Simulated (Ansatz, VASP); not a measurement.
## RbBIr3: VASP beside Ansatz

The input INCAR:

```
SYSTEM = RbBIr3
PREC = Accurate ; ENCUT = 520
EDIFF = 1E-6 ; ISMEAR = -1
SIGMA = 0.1115 ; LREAL = .False.
LASPH = .True. ; NELM = 60
ALGO = Normal ; ISIF = 2
LWAVE = .False. ; LCHARG = .False.
GGA = PE ; NBANDS = 28
```

Contents of KPOINTS:

```
regular mesh
0
Gamma
  8 8 8
  0 0 0
```

Contents of POSCAR:

```
RbBIr3
1.0
    4.4258580000      0.0000000000      0.0000000000
    0.0000000000      4.4258580000      0.0000000000
    0.0000000000      0.0000000000      4.4258580000
B Ir Rb
1 3 1
Direct
    0.5000000000      0.5000000000      0.5000000000
    0.0000000000      0.5000000000      0.5000000000
    0.5000000000      0.0000000000      0.5000000000
    0.5000000000      0.5000000000      0.0000000000
    0.0000000000      0.0000000000      0.0000000000
```

Input for Ansatz:

```yaml
crystal:
  lattice:
    - [4.425858, 0.0, 0.0]
    - [0.0, 4.425858, 0.0]
    - [0.0, 0.0, 4.425858]
  atoms:
    - { symbol: B, position: [0.5, 0.5, 0.5] }
    - { symbol: Ir, position: [0.0, 0.5, 0.5] }
    - { symbol: Ir, position: [0.5, 0.0, 0.5] }
    - { symbol: Ir, position: [0.5, 0.5, 0.0] }
    - { symbol: Rb, position: [0.0, 0.0, 0.0] }
  symmetry: { tolerance: 0.0003 }
kpoints:
  mp_grid: { grid: [8, 8, 8], shift: [0, 0, 0] }
  band_path:
    path:
      - [0.0, 0.0, 0.0]
      - [0.0, 0.5, 0.0]
      - [0.5, 0.5, 0.0]
      - [0.0, 0.0, 0.0]
      - [0.5, 0.5, 0.5]
      - [0.0, 0.5, 0.0]
      - [0.5, 0.5, 0.5]
      - [0.5, 0.5, 0.0]
    npoints: 20
magnetization:
  spin_polarized: false
scf:
  occupations: { method: fermi_dirac, width: 0.1115 }
  lower_state_search: "off"
  max_iter: 200
hamiltonian:
  pseudopotentials: { kind: paw }
  xc: pbe
basis:
  ecutwfc: 420
  fft_grid_basis: typed
output:
  forces: true
  stress: true
  eigenvalues: true
  bader: true
  populations: true
  elf: true
  write_potential: true
  volumetric_format: npy
  dos:
    e_range: [-12, 8]
    de: 0.05
    projected: { site_lists: { B: [B], Ir: [Ir], Rb: [Rb] } }
checkpoint:
  read: saved_state
```

Alike in both runs: task single point; functional PBE; k mesh 8 × 8 × 8; occupations fermi-dirac, width 0.1115 eV; no spin polarisation.

|  | VASP | Ansatz |
| --- | --- | --- |
| version | VASP 6.6.1 | Ansatz 0.2.0 |
| potentials or method | VASP PAW PBE potentials, release 64 (B, Ir, Rb_sv), cutoff 520 eV | PAW plane waves |
| valence electrons in the cell | 39 | 63 |

```csv
,VASP,Ansatz,Ansatz less VASP
pressure (GPa),-9.1,-9.5,-0.43
```

VASP's potentials hold 39 valence electrons a cell and Ansatz's 63, so a difference there can come from the potentials and not from the codes.

Spin-orbit coupling is off throughout.
